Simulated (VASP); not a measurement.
# Cu2O in VASP: notebook, part 2 of 3

VASP 6.6.1. The steps go on from the part before.

### Step 3. Single point, PBE, collinear spin

This run uses another cell than the first one, of 12.88 Å³/atom.

Input file INCAR:

```
SYSTEM = Cu2O
PREC = Accurate
ENCUT = 600
EDIFF = 1E-6
ISMEAR = 0
SIGMA = 0.1
LREAL = .False.
LASPH = .True.
NELM = 200
ALGO = Normal
ISIF = 2
LWAVE = .False.
LCHARG = .False.
ISPIN = 2
MAGMOM = 1 1 1 1 0 0
LORBIT = 11
LMAXMIX = 4
GGA = PE
NBANDS = 41
GGA_COMPAT = .False.
```

Input file KPOINTS:

```
Automatic mesh
0
Gamma
  4 4 4
  0 0 0
```

Input file POSCAR:

```
Cu2O
1.0
    4.2600000000      0.0000000000      0.0000000000
    0.0000000000      4.2600000000      0.0000000000
    0.0000000000      0.0000000000      4.2600000000
Cu O
4 2
Direct
    0.2500000000      0.2500000000      0.2500000000
    0.2500000000      0.7500000000      0.7500000000
    0.7500000000      0.7500000000      0.2500000000
    0.7500000000      0.2500000000      0.7500000000
    0.0000000000      0.0000000000      0.0000000000
    0.5000000000      0.5000000000      0.5000000000
```

Potentials or basis: VASP PAW PBE potentials, release 64 (Cu, O).

Run with:

```sh
$ cat potpaw_PBE.64/Cu/POTCAR potpaw_PBE.64/O/POTCAR > POTCAR
$ mpirun -np 1 vasp_std > vasp.out
```

OUTCAR:

```text
SYSTEM = Cu2O
   PREC = Accurate
   ENCUT = 600
   EDIFF = 1E-6
   ISMEAR = 0
   LREAL = .False.
   LASPH = .True.
   NELM = 200
   ISIF = 2
   ISPIN = 2
   LORBIT = 11
   GGA = PE

 ion  position               nearest neighbor table
   1  0.250  0.250  0.250-   5 1.84   6 1.84
   2  0.250  0.750  0.750-   5 1.84   6 1.84
   3  0.750  0.750  0.250-   5 1.84   6 1.84
   4  0.750  0.250  0.750-   5 1.84   6 1.84
   5  0.000  0.000  0.000-   1 1.84   2 1.84   3 1.84   4 1.84
   6  0.500  0.500  0.500-   1 1.84   2 1.84   3 1.84   4 1.84

  LATTYP: Found a simple cubic cell.
 ALAT       =     4.2600000000

  Lattice vectors:

 A1 = (   4.2600000000,   0.0000000000,   0.0000000000)
 A2 = (   0.0000000000,   4.2600000000,   0.0000000000)
 A3 = (   0.0000000000,   0.0000000000,   4.2600000000)

Analysis of symmetry for initial positions (statically):
=====================================================================
 Subroutine PRICEL returns:
 Original cell was already a primitive cell.

 Routine SETGRP: Setting up the symmetry group for a
 simple cubic supercell.

 Subroutine GETGRP returns: Found 48 space group operations
 (whereof 24 operations were pure point group operations)
 out of a pool of 48 trial point group operations.

The static configuration has the point symmetry T_d .
 The point group associated with its full space group is O_h .

Analysis of symmetry for dynamics (positions and initial velocities):
=====================================================================
 Subroutine PRICEL returns:
 Original cell was already a primitive cell.

 Routine SETGRP: Setting up the symmetry group for a
 simple cubic supercell.

 Subroutine GETGRP returns: Found 48 space group operations
 (whereof 24 operations were pure point group operations)
 out of a pool of 48 trial point group operations.

The dynamic configuration has the point symmetry T_d .
 The point group associated with its full space group is O_h .

Analysis of structural, dynamic, and magnetic symmetry:
=====================================================================
 Subroutine PRICEL returns:
 Original cell was already a primitive cell.

 Routine SETGRP: Setting up the symmetry group for a
 simple cubic supercell.

 Subroutine GETGRP returns: Found 48 space group operations
 (whereof 24 operations were pure point group operations)
 out of a pool of 48 trial point group operations.

The overall configuration has the point symmetry T_d .
 The point group associated with its full space group is O_h .

 Subroutine INISYM returns: Found 48 space group operations
 (whereof 24 operations are pure point group operations),
 and found     1 'primitive' translations

----------------------------------------------------------------------------------------

                                     Primitive cell

  volume of cell :      77.3088

  direct lattice vectors                    reciprocal lattice vectors
     4.260000000  0.000000000  0.000000000     0.234741784  0.000000000  0.000000000
     0.000000000  4.260000000  0.000000000     0.000000000  0.234741784  0.000000000
     0.000000000  0.000000000  4.260000000     0.000000000  0.000000000  0.234741784

  length of vectors
     4.260000000  4.260000000  4.260000000     0.234741784  0.234741784  0.234741784

  position of ions in fractional coordinates (direct lattice)
     0.250000000  0.250000000  0.250000000
[... 81 lines left out ...]
   PSTRESS=    0.0 pullay stress
   NELECT =      56.0000    total number of electrons
   NUPDOWN=      -1.0000    fix difference up-down
   EMIN   =  10.00;   EMAX   =-10.00  energy-range for DOS
   EFERMI =   0.00;   METHOD = LEGACY
   ISMEAR =     0;   SIGMA  =   0.10  broadening in eV -4-tet -1-fermi 0-gaus
   EFERMI_NEDOS =   21; number of points for ismear=-14 and -15
   IALGO  =     38    algorithm
   IMIX   =      4    mixing-type and parameters
     AMIX     =   0.40;   BMIX     =  1.00
     AMIX_MAG =   1.60;   BMIX_MAG =  1.00
  volume/ion in A,a.u.               =      12.88        86.95
  Fermi-wavevector in a.u.,A,eV,Ry     =   1.470261  2.778391 29.411289  2.161669
  Thomas-Fermi vector in A             =   2.585540
   LORBIT       =     11    0 simple, 1 ext, 2 COOP (PROOUT), +10 PAW based schemes
   GGA     = PE    functional components
   LHFCALC =     F    Hartree Fock is set to
   AEXX    =    0.0000 exact exchange contribution
   IVDW    =     0    specifies the selected vdW correction
   LEPSILON=     F    determine dielectric tensor
   LRPA    =     F    only Hartree local field effects (RPA)
 spin polarized calculation
 Gauss-broadening in eV      SIGMA  =   0.10
  energy-cutoff  :      600.00
  volume of cell :       77.31
 maximum number of plane-waves:      2612
 NGX is ok and might be reduce to    36
   NGX = 17   NGY = 17   NGZ = 17

 number of electron      55.9999977 magnetization       0.0001554

 number of electron      55.9999977 magnetization      -0.0000078

 Free energy of the ion-electron system (eV)
  ---------------------------------------------------
  ext. energy  EPLUGINS =         0.00000000
  ---------------------------------------------------
  free energy    TOTEN  =       -27.24725010 eV

  energy without entropy =      -27.24724796  energy(sigma->0) =      -27.24724903

 E-fermi :   5.0592     XC(G=0): -11.0446

 val. band max:        4.7801909932   @ k =   0.0000   0.0000   0.0000
 cond. band min:       5.3189883706   @ k =   0.0000   0.0000   0.0000
 fundamental gap:      0.5387973774
 Fermi energy:         5.0591891856

 spin component 1

 k-point     1 :       0.0000    0.0000    0.0000
  band No.  band energies     occupation
      1     -15.3808      1.00000
      2     -14.6425      1.00000
      3      -2.4686      1.00000
      4      -2.4686      1.00000
      5      -2.4686      1.00000
      6      -0.0878      1.00000
[... 419 lines left out ...]
     39      19.7936      0.00000
     40      19.7936      0.00000
 Fermi energy:         5.0591891856

 spin component 2

 k-point     1 :       0.0000    0.0000    0.0000
  band No.  band energies     occupation
      1     -15.3808      1.00000
      2     -14.6425      1.00000
      3      -2.4686      1.00000
      4      -2.4686      1.00000
      5      -2.4686      1.00000
      6      -0.0878      1.00000
[... 419 lines left out ...]
     39      19.7936      0.00000
     40      19.7936      0.00000
 [bands above 40 left out]

------------------------ aborting loop because EDIFF is reached ----------------------------------------

  FORCE on cell =-STRESS in cart. coord.  units (eV):
  Direction    XX          YY          ZZ          XY          YZ          ZX
  --------------------------------------------------------------------------------------
  -------------------------------------------------------------------------------------
  Total        1.9761655      1.9761655      1.9761655     -0.0000000     -0.0000000     -0.0000000
  in kB       40.9548279     40.9548279     40.9548279     -0.0000000     -0.0000000     -0.0000000
  external PRESSURE =      40.9548279 kB  Pullay stress =       0.0000000 kB

 VOLUME and BASIS-vectors are now :
 -----------------------------------------------------------------------------
  energy-cutoff  :      600.00
  volume of cell :       77.31
      direct lattice vectors                 reciprocal lattice vectors
     4.260000000  0.000000000  0.000000000     0.234741784  0.000000000  0.000000000
     0.000000000  4.260000000  0.000000000     0.000000000  0.234741784  0.000000000
     0.000000000  0.000000000  4.260000000     0.000000000  0.000000000  0.234741784

 POSITION                                       TOTAL-FORCE (eV/Angst)
 -----------------------------------------------------------------------------------
      1.06500      1.06500      1.06500         0.000000      0.000000      0.000000
      1.06500      3.19500      3.19500        -0.000000      0.000000     -0.000000
      3.19500      3.19500      1.06500         0.000000     -0.000000      0.000000
      3.19500      1.06500      3.19500        -0.000000     -0.000000      0.000000
      0.00000      0.00000      0.00000         0.000000     -0.000000      0.000000
      2.13000      2.13000      2.13000        -0.000000     -0.000000      0.000000
 -----------------------------------------------------------------------------------
    total drift:                                0.000000      0.000000      0.000000

  FREE ENERGIE OF THE ION-ELECTRON SYSTEM (eV)
  ---------------------------------------------------
  free  energy   TOTEN  =       -27.2472500974 eV

  energy  without entropy=      -27.2472479644  energy(sigma->0) =      -27.24724903

 total charge

# of ion       s       p       d       tot
------------------------------------------
    1        0.426   0.326   9.227   9.979
    2        0.426   0.326   9.227   9.979
    3        0.426   0.326   9.227   9.979
    4        0.426   0.326   9.227   9.979
    5        1.541   3.488   0.000   5.029
    6        1.541   3.488   0.000   5.029
--------------------------------------------------
tot          4.787   8.279  36.910  49.976

 magnetization (x)

# of ion       s       p       d       tot
------------------------------------------
    1        0.000   0.000   0.000   0.000
    2        0.000   0.000   0.000   0.000
    3        0.000   0.000   0.000   0.000
    4        0.000   0.000   0.000   0.000
    5       -0.000  -0.000   0.000  -0.000
    6       -0.000  -0.000   0.000  -0.000
--------------------------------------------------
tot         -0.000  -0.000   0.000  -0.000
```

Wall time 2.9 min (1 thread of Intel Xeon 8259CL, shared host); peak memory 0.26 GiB.

What came out:

* Free energy: -27.2473 eV
* Pressure: 4.1 GPa
* Band gap on the k mesh: 0.54 eV
* Net moment: 0.00 μB per cell
* Valence electrons inside the program's atomic spheres: Cu 9.98; O 5.03

Levels at points of the mesh, in eV from the valence-band top:
Spin up:
| k point | band 24 | band 25 | band 26 | band 27 | band 28 | band 29 | band 30 | band 31 | band 32 | band 33 |
| --- | --- | --- | --- | --- | --- | --- | --- | --- | --- | --- |
| (0.00, 0.00, 0.00) | -1.58 | -1.58 | 0.00 | 0.00 | 0.00 | 0.54 | 1.25 | 1.25 | 7.95 | 7.95 |
| (0.50, 0.00, 0.00) | -1.69 | -1.20 | -1.20 | -0.39 | -0.39 | 2.27 | 2.27 | 4.24 | 4.24 | 7.43 |
| (0.50, 0.50, 0.00) | -1.48 | -1.21 | -1.21 | -0.65 | -0.65 | 1.92 | 1.92 | 3.86 | 3.86 | 6.82 |
| (0.50, 0.50, 0.50) | -1.63 | -0.99 | -0.57 | -0.57 | -0.57 | 2.46 | 2.46 | 2.46 | 4.89 | 4.89 |
Spin down:
```
           k point  band 25  band 26  band 27  band 28  band 29  band 30  band 31  band 32
(0.00, 0.00, 0.00)    -1.58     0.00     0.00     0.00     0.54     1.25     1.25     7.95
(0.50, 0.00, 0.00)    -1.20    -1.20    -0.39    -0.39     2.27     2.27     4.24     4.24
(0.50, 0.50, 0.00)    -1.21    -1.21    -0.66    -0.66     1.92     1.92     3.86     3.86
(0.50, 0.50, 0.50)    -0.99    -0.57    -0.57    -0.57     2.46     2.46     2.46     4.89
```

Caveat: the cell stands under pressure. As with any semilocal functional, this PBE gap is likely too small.

### Step 4. Single point, PBE (strain along c alone, the other axes held: +2.0 %)

Input file INCAR:

```
SYSTEM = Cu2O
ALGO = Normal
EDIFF = 1E-6
ENCUT = 600
GGA = PE
GGA_COMPAT = .False.
ISIF = 2
ISMEAR = 0
LASPH = .True.
LCHARG = .False.
LREAL = .False.
LWAVE = .False.
NBANDS = 37
NELM = 120
PREC = Accurate
SIGMA = 0.02
```

Input file KPOINTS:

```
k-points
0
Gamma
  8 8 8
  0 0 0
```

Edit POSCAR of step 3 so:

```diff
@@ -2,5 +2,5 @@
 1.0
-    4.2600000000      0.0000000000      0.0000000000
-    0.0000000000      4.2600000000      0.0000000000
-    0.0000000000      0.0000000000      4.2600000000
+    4.2982410474      0.0000000000      0.0000000000
+    0.0000000000      4.2982410474      0.0000000000
+    0.0000000000      0.0000000000      4.3842058684
 Cu O
```

Run with:

```sh
$ cat potpaw_PBE.64/Cu/POTCAR potpaw_PBE.64/O/POTCAR > POTCAR
$ mpirun -np 1 vasp_std > vasp.out
```

It took 6.2 min on 1 thread of Intel Xeon 8259CL, shared host; peak memory 0.35 GiB.

Results (log left out):

- Free energy: -27.2888 eV
- Pressure: -1.5 GPa
- Band gap on the k mesh: 0.42 eV

Stress tensor (GPa, compression positive):
```
-1.41  0.00  0.00
 0.00 -1.41  0.00
 0.00  0.00 -1.80
```

Levels at points of the mesh, in eV from the valence-band top:
| k point | band 24 | band 25 | band 26 | band 27 | band 28 | band 29 | band 30 | band 31 | band 32 | band 33 |
| --- | --- | --- | --- | --- | --- | --- | --- | --- | --- | --- |
| (0.00, 0.00, 0.00) | -1.48 | -1.48 | -0.05 | 0.00 | 0.00 | 0.42 | 1.31 | 1.48 | 7.47 | 7.75 |
| (0.50, 0.00, 0.00) | -1.60 | -1.13 | -1.13 | -0.39 | -0.39 | 2.15 | 2.15 | 4.24 | 4.24 | 7.08 |
| (0.50, 0.50, 0.00) | -1.36 | -1.15 | -1.15 | -0.61 | -0.61 | 1.88 | 1.88 | 3.77 | 3.77 | 6.47 |
| (0.00, 0.00, 0.50) | -1.57 | -1.13 | -1.13 | -0.36 | -0.36 | 2.13 | 2.13 | 4.26 | 4.26 | 7.26 |
| (0.50, 0.00, 0.50) | -1.40 | -1.15 | -1.15 | -0.63 | -0.63 | 1.89 | 1.89 | 3.74 | 3.74 | 6.77 |
| (0.50, 0.50, 0.50) | -1.52 | -0.96 | -0.55 | -0.55 | -0.54 | 2.44 | 2.56 | 2.56 | 4.70 | 4.73 |

Caveat: the cell differs from its parent crystal (strain along c alone, the other axes held: +2.0 %). A k mesh can miss the band edges.

[end of part 2 of 3]
